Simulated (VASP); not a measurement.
SrO: single point with BLYP+D4

SrO:

```
Sr O
1.0
     0.00000    2.51391    2.51391
     2.51391    0.00000    2.51391
     2.51391    2.51391    0.00000
Sr O
1 1
Direct
  0.50000 0.50000 0.50000
  0.00000 0.00000 0.00000
```

```json
{
 "Program": "VASP 6.6.1",
 "Task": "single point",
 "Functional": "BLYP",
 "Dispersion": "D4",
 "Potentials or basis": "VASP PAW PBE potentials, release 64 (Sr_sv, O)",
 "Cutoff": "520 eV",
 "k mesh": "9 × 9 × 9",
 "Occupations": "fermi-dirac, width 0.05 eV",
 "Spin": "no spin polarisation"
}
```

| Item | Value |
| --- | --- |
| Pressure | 10.8 GPa |
| Band gap on the k mesh | 3.41 eV, indirect (least direct gap 3.45 eV) |
| Dispersion energy per atom | -0.335 eV |

Levels at points of the mesh, in eV from the valence-band top:
| k point | band 4 | band 5 | band 6 | band 7 | band 8 | band 9 | band 10 | band 11 | band 12 | band 13 |
| --- | --- | --- | --- | --- | --- | --- | --- | --- | --- | --- |
| (0.00, 0.00, 0.00) | -13.79 | -13.79 | 0.00 | 0.00 | 0.00 | 4.74 | 6.37 | 6.37 | 6.37 | 8.68 |

It took 34 s on 1 thread of AMD EPYC 7R43 64-Core Processor (Zen 3), with other jobs on the host, peak memory 0.13 GiB.

Caveat: the PAW data sets were made with another functional, which shifts forces and pressure a little. A k mesh can miss the band edges.
